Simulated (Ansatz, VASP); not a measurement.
# SiO2: VASP beside Ansatz

```
CELL_PARAMETERS angstrom
0.00000 3.69986 3.69986
3.69986 0.00000 3.69986
3.69986 3.69986 0.00000
ATOMIC_POSITIONS crystal
Si 0.50000 0.50000 0.50000
Si 0.75000 0.75000 0.75000
O 0.62500 0.62500 0.62500
O 0.12500 0.62500 0.62500
O 0.62500 0.62500 0.12500
O 0.62500 0.12500 0.62500
```

Alike in both runs: functional r2SCAN; k mesh 6 × 6 × 6; occupations gaussian, width 0.1 eV; no spin polarisation.

Ansatz relaxed the structure, and its values are those at the end. VASP's run is a single point on that final structure, the one shown.

|  | VASP | Ansatz |
| --- | --- | --- |
| version | VASP 6.6.1 | Ansatz 0.2.0 |
| potentials or method | VASP PAW PBE potentials, release 64 (Si, O), cutoff 520 eV | scalar-relativistic, plane waves, PAW |
| valence electrons in the cell | 32 | 32 |

VASP gave:

- gap on the k mesh at the Fermi level (eV): 6.04
- least direct gap on the mesh (eV): 6.05
- pressure (GPa): 0.2

Which values does Ansatz return?

gap on the k mesh at the Fermi level (eV): 6.05; least direct gap on the mesh (eV): 6.06; pressure (GPa): 0.1.

VASP's potentials were made for PBE, not for r2SCAN.
